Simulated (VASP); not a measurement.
SiS3, 4 atoms in the cell. Symmetry: Fm-3m, No. 225, cubic system. The conventional cell has a = 6.288 Å, b = 6.288 Å, c = 6.288 Å, α = 90.00°, β = 90.00°, γ = 90.00°. Within 3.6 Å of Si (site symmetry m-3m) lie 14 S at 2.72 to 3.14 Å. Within 3.6 Å of S (site symmetry -43m) lie 4 Si at 2.72 Å and 10 S at 2.72 to 3.14 Å. Within 3.6 Å of S (site symmetry m-3m) lie 8 S at 2.72 Å and 6 Si at 3.14 Å. 

| Item | Value |
| --- | --- |
| Program | VASP 6.6.1 |
| Task | relaxation of cell and atoms |
| Functional | PBE |
| Potentials or basis | VASP PAW PBE potentials, release 64 (Si, S) |
| Cutoff | 500 eV |
| k mesh | 12 × 12 × 12 |
| Occupations | gaussian, width 0.1 eV |
| Spin | no spin polarisation |
| Dipole correction | no |
| Further INCAR settings | ALGO = Normal; EDIFF = 1e-07; IBRION = 2; EDIFFG = -0.01; NSW = 100; ISIF = 3 |

Potentials or basis: VASP PAW PBE potentials, release 64 (Si, S).

Command:

```console
$ cat potpaw_PBE.64/Si/POTCAR potpaw_PBE.64/S/POTCAR > POTCAR
$ mpirun -np 1 vasp_std > vasp.out
```

Hardware: 1 thread of Intel(R) Xeon(R) Platinum 8488C (Sapphire Rapids), with other jobs on the host.

Task: How long does it take, and how much memory?

Result: Run time: 51 s on 1 thread of Intel(R) Xeon(R) Platinum 8488C (Sapphire Rapids), with other jobs on the host, peak memory 0.21 GiB. Counts: scf iterations 23, k points 72, ion steps 2.
